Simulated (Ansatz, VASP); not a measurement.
## One calculation of MnO2, two programs

```
CELL_PARAMETERS angstrom
4.39600 0.00000 0.00000
0.00000 4.39600 0.00000
0.00000 0.00000 2.87100
ATOMIC_POSITIONS crystal
Mn 0.00000 0.00000 0.00000
Mn 0.50000 0.50000 0.50000
O 0.30200 0.30200 0.00000
O 0.19800 0.80200 0.50000
O 0.69800 0.69800 0.00000
O 0.80200 0.19800 0.50000
```

Alike in both runs: task single point; functional LDA; k mesh 4 × 4 × 7; occupations gaussian, width 0.05 eV; collinear spin; Hubbard terms Mn d U = 4.0 eV.

```csv
,VASP,Ansatz
version,VASP 6.6.1,Ansatz 0.2.0
potentials or method,"VASP PAW LDA potentials, release 64 (Mn_sv, O), cutoff 600 eV","scalar-relativistic, plane waves, PAW"
valence electrons in the cell,54,54
```

VASP gave:

| Quantity | Value |
| --- | --- |
| pressure (GPa) | -8.6 |
| traceless stress, the component that is largest in VASP (GPa) | -1.27 |
| rms of the force components (eV/Å) | 0.256 |
| net moment per atom (μB) | 1.00 |
| size of the moment on the site where the two differ most (μB) | 2.86 |

Problem. Which values does Ansatz return?

Solution. Pressure (GPa): -6.4; traceless stress, the component that is largest in VASP (GPa): -0.25; rms of the force components (eV/Å): 0.258; net moment per atom (μB): 1.00; size of the moment on the site where the two differ most (μB): 2.63.

LDA's correlation is that of Perdew and Zunger in VASP and of Perdew and Wang (1992) in Ansatz. Site moments also hang on the region over which each program counts them. The programs project onto different local orbitals, so the same U acts differently, and such runs can settle in different states. Atom by atom the forces differ by 0.002 eV/Å (rms over components). Ansatz's warnings: filled band counts differ across k points.
